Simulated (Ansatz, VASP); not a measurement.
Sb: VASP beside Ansatz

INCAR

```
SYSTEM = Sb
  ALGO = Normal
  EDIFF = 1E-6
  ENCUT = 500
  GGA = PS
  GGA_COMPAT = .FALSE.
  ISIF = 2
  ISMEAR = 0
  LASPH = .TRUE.
  LCHARG = .FALSE.
  LREAL = .FALSE.
  LWAVE = .FALSE.
  NBANDS = 22
  NELM = 120
  PREC = Accurate
  SIGMA = 0.15
```

The input KPOINTS:

```
k-points
0
G
  12 12 12
  0 0 0
```

File POSCAR:

```
Sb
1.0
    2.1506003320      1.2416496806      3.6878400000
   -2.1506003320      1.2416496806      3.6878400000
    0.0000000000     -2.4832993611      3.6878400000
Sb
2
Direct
    0.2336400000      0.2336400000      0.2336400000
    0.7663600000      0.7663600000      0.7663600000
```

Input for Ansatz:

```yaml
crystal:
  lattice:
    - [2.150600332, 1.2416496806, 3.68784]
    - [-2.150600332, 1.2416496806, 3.68784]
    - [0.0, -2.4832993611, 3.68784]
  atoms:
    - { symbol: Sb, position: [0.23364, 0.23364, 0.23364] }
    - { symbol: Sb, position: [0.76636, 0.76636, 0.76636] }
basis:
  ecutwfc: 420
kpoints:
  mp_grid: { grid: [12, 12, 12] }
hamiltonian:
  xc: pbesol
scf:
  occupations: { method: gaussian, width: 0.15 }
output:
  forces: true
  stress: true
  eigenvalues: true
```

Change from the starting cell: strain +0.000 along x and y, -0.015 along z, atoms carried along.

Alike in both runs: task single point; functional PBEsol; k mesh 12 × 12 × 12; occupations gaussian, width 0.15 eV; no spin polarisation.

```csv
,VASP,Ansatz
version,VASP 6.6.1,Ansatz 0.2.0
potentials or method,"VASP PAW PBE potentials, release 64 (Sb_d_GW), cutoff 500 eV","scalar-relativistic, plane waves, PAW"
valence electrons in the cell,30,30
```

Ansatz gave:

* gap on the k mesh at the Fermi level (eV): none
* pressure (GPa): 1.2
* rms of the force components (eV/Å): 0.151

Task: Estimate VASP's values.

Result: gap on the k mesh at the Fermi level (eV): none; pressure (GPa): 1.1; rms of the force components (eV/Å): 0.152.

VASP's potentials were made for PBE, not for PBEsol. Atom by atom the forces differ by 0.000 eV/Å (rms over components). A gap of «none» marks a metal or a gap that the smearing closes.

Neither program's run includes spin-orbit coupling.
